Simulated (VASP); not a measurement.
Set up this calculation in VASP 6.6.1, as the native input.

```
Task                   : single point
Functional             : PBEsol
Potentials or basis    : VASP PAW PBE potentials, release 64 (B, N)
Cutoff                 : 520 eV
k mesh                 : 6 × 6 × 10
Occupations            : gaussian, width 0.05 eV
Spin                   : no spin polarisation
Dipole correction      : no
Further INCAR settings : ALGO = Normal; EDIFF = 1e-06; NBANDS = 26
```

The structure of BN lies in POSCAR:

```
BN
1.0
    4.2993000000      0.0000000000      0.0000000000
    0.0000000000      4.2993000000      0.0000000000
    0.0000000000      0.0000000000      2.6903000000
B N
4 4
Direct
    0.1741337327      0.8258662673      0.5000000000
    0.3258662673      0.3258662673      0.0000000000
    0.6741337327      0.6741337327      0.0000000000
    0.8258662673      0.1741337327      0.5000000000
    0.8123909516      0.8123909516      0.5000000000
    0.3123909516      0.6876090484      0.0000000000
    0.6876090484      0.3123909516      0.0000000000
    0.1876090484      0.1876090484      0.5000000000
```

These files were run (other wordings do the same):

INCAR

```
SYSTEM = BN
ALGO = Normal
EDIFF = 1E-6
ENCUT = 520
GGA = PS
ISIF = 2
ISMEAR = 0
LASPH = .True.
LCHARG = .False.
LREAL = .False.
LWAVE = .False.
NBANDS = 26
NELM = 100
PREC = Accurate
SIGMA = 0.05
```

KPOINTS

```
k-points
0
Gamma
  6 6 10
  0 0 0
```

Potentials or basis: VASP PAW PBE potentials, release 64 (B, N).

Command:

```bash
$ cat potpaw_PBE.64/B/POTCAR potpaw_PBE.64/N/POTCAR > POTCAR
$ mpirun -np 1 vasp_std > vasp.out
```

Results of the run:

```
Pressure               : -4.0 GPa
Largest force          : 0.863 eV/Å
Band gap on the k mesh : 4.50 eV (least direct gap 4.86 eV)
```

Caveat: the stress differs along the axes, from -47 to 17 GPa; the PAW data sets were made with another functional, which shifts forces and pressure a little.

Run time: 31 s on 1 thread of AMD EPYC 9R45 96-Core Processor (Zen 5), with other jobs on the host, peak memory 0.15 GiB.
